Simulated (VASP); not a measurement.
Input of a VASP 6.6.1 run:

INCAR

```
PREC = Accurate
ENCUT = 520
EDIFF = 1E-6
ISMEAR = -1
SIGMA = 0.05
LREAL = False
LASPH = True
NELM = 80
ALGO = Normal
ISIF = 2
LWAVE = False
LCHARG = True
GGA = B5
ALDAX = 1.0
AGGAX = 1.0
AGGAC = 1.0
ALDAC = 0.0
LELF = True
LVHAR = True
NBANDS = 56
```

Contents of KPOINTS:

```
Automatic mesh
0
Gamma
  4 5 4
```

POSCAR

```
HfO2
1.0
    5.2194633600      0.0000000000      0.0000000000
    0.0000000000      5.0047636900      0.0000000000
    0.0000000000      0.0000000000      5.0326850500
Hf O
4 8
Direct
    0.9669940000      0.7325208200      0.7414403500
    0.5330060000      0.7325208200      0.2414403500
    0.4669940000      0.2674791800      0.7414403500
    0.0330060000      0.2674791800      0.2414403500
    0.6321274500      0.9286454000      0.8792672600
    0.8678725500      0.9286454000      0.3792672600
    0.2339485200      0.5398830500      0.4922923900
    0.2660514800      0.5398830500      0.9922923900
    0.7660514800      0.4601169500      0.9922923900
    0.7339485200      0.4601169500      0.4922923900
    0.1321274500      0.0713546000      0.8792672600
    0.3678725500      0.0713546000      0.3792672600
```

Potentials or basis: VASP PAW PBE potentials, release 64 (Hf_pv, O).

Run with:

```sh
$ cat potpaw_PBE.64/Hf_pv/POTCAR potpaw_PBE.64/O/POTCAR > POTCAR
$ mpirun -np 1 vasp_std > vasp.out
```

Problem. Predict the largest force.

Solution. 0.117 eV/Å.

Problem. What does it give for the band gap on the k mesh?

Solution. 4.53 eV (least direct gap 4.74 eV).

Stress tensor (GPa, compression positive):
```
13.86  0.00  0.00
 0.00 14.08  0.00
 0.00  0.00 13.70
```

Caveat: the cell stands under pressure; the PAW data sets were made with another functional, which shifts forces and pressure a little; spin-orbit coupling is left out, which moves the levels of the heavy elements. A k mesh can miss the band edges.
